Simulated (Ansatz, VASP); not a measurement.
Au in VASP and in Ansatz

```
CELL_PARAMETERS angstrom
2.91587 0.00000 0.00000
-1.45793 2.52522 0.00000
0.00000 0.00000 4.89139
ATOMIC_POSITIONS crystal
Au 0.33333 0.66667 0.75000
Au 0.66667 0.33333 0.25000
```

Alike in both runs: task electric field gradients; functional PBE; k mesh 18 × 18 × 10; occupations fermi-dirac, width 0.15 eV; no spin polarisation.

|  | VASP | Ansatz |
| --- | --- | --- |
| version | VASP 6.6.1 | Ansatz 0.2.0 |
| potentials or method | VASP PAW PBE potentials, release 64 (Au), cutoff 520 eV | scalar-relativistic, plane waves, PAW |
| valence electrons in the cell | 22 | 38 |

|  | VASP | Ansatz | Ansatz less VASP |
| --- | --- | --- | --- |
| gap on the k mesh at the Fermi level (eV) | none | none | - |
| pressure (GPa) | -0.2 | 0.0 | +0.23 |
| size of Vzz on the site where it differs most (V/Å²) | 21.0 | 10.5 | -10.51 |

A gap of «none» marks a metal or a gap that the smearing closes. With one functional, cell and mesh, what is left measures potentials, basis and numerics. VASP's potentials hold 22 valence electrons a cell and Ansatz's 38, so a difference there can come from the potentials and not from the codes.

Neither program's run includes spin-orbit coupling.
